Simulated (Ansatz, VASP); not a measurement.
One calculation of CdF2, two programs

Contents of INCAR:

```
PREC     = Accurate       # precision mode
ENCUT    = 520            # plane-wave cutoff, eV
EDIFF    = 1E-8           # SCF threshold, eV
ISMEAR   = -1             # smearing method
SIGMA    = 0.03           # smearing width, eV
LREAL    = False          # projectors in reciprocal space
LASPH    = True           # aspherical terms in the spheres
NELM     = 60             # most SCF steps
ALGO     = Normal         # electronic algorithm
ISIF     = 2              # what is computed and relaxed
LWAVE    = False          # write WAVECAR
LCHARG   = False          # write CHGCAR
LEFG     = True         
NBANDS   = 20             # bands
```

KPOINTS

```
regular mesh
0
Gamma
  9 9 9
```

The input POSCAR:

```
CdF2
1.0
    0.0000000000      2.6940000000      2.6940000000
    2.6940000000      0.0000000000      2.6940000000
    2.6940000000      2.6940000000      0.0000000000
Cd F
1 2
Direct
    0.0000000000      0.0000000000      0.0000000000
    0.2500000000      0.2500000000      0.2500000000
    0.7500000000      0.7500000000      0.7500000000
```

Input for Ansatz:

```yaml
crystal:
  lattice:
    - [0.0, 2.694, 2.694]
    - [2.694, 0.0, 2.694]
    - [2.694, 2.694, 0.0]
  atoms:
    - { symbol: Cd, position: [0.0, 0.0, 0.0] }
    - { symbol: F, position: [0.25, 0.25, 0.25] }
    - { symbol: F, position: [0.75, 0.75, 0.75] }
kpoints:
  mp_grid: { grid: [9, 9, 9] }
scf:
  occupations: { method: fermi_dirac, width: 0.03 }
hamiltonian:
  xc: lda
  pseudopotentials: { kind: all_electron, datasets: crystal }
output:
  forces: true
  stress: true
  eigenvalues: true
  efg: { contact_densities: true }
```

Change from the starting cell: volume scaled by 1, crystal datasets.

Alike in both runs: task electric field gradients; functional LDA; k mesh 9 × 9 × 9; occupations fermi-dirac, width 0.03 eV; no spin polarisation.

|  | VASP | Ansatz |
| --- | --- | --- |
| version | VASP 6.6.1 | Ansatz 0.2.0 |
| potentials or method | VASP PAW LDA potentials, release 64 (Cd, F), cutoff 520 eV | all-electron PAW with datasets made for the crystal, scalar-relativistic |

|  | VASP | Ansatz | Ansatz less VASP |
| --- | --- | --- | --- |
| gap on the k mesh at the Fermi level (eV) | 2.83 | 2.82 | -0.001 |
| pressure (GPa) | -4.7 | -5.7 | -0.94 |

LDA's correlation is that of Perdew and Zunger in VASP and of Perdew and Wang (1992) in Ansatz. Ansatz ran all-electron here, and VASP with PAW potentials.
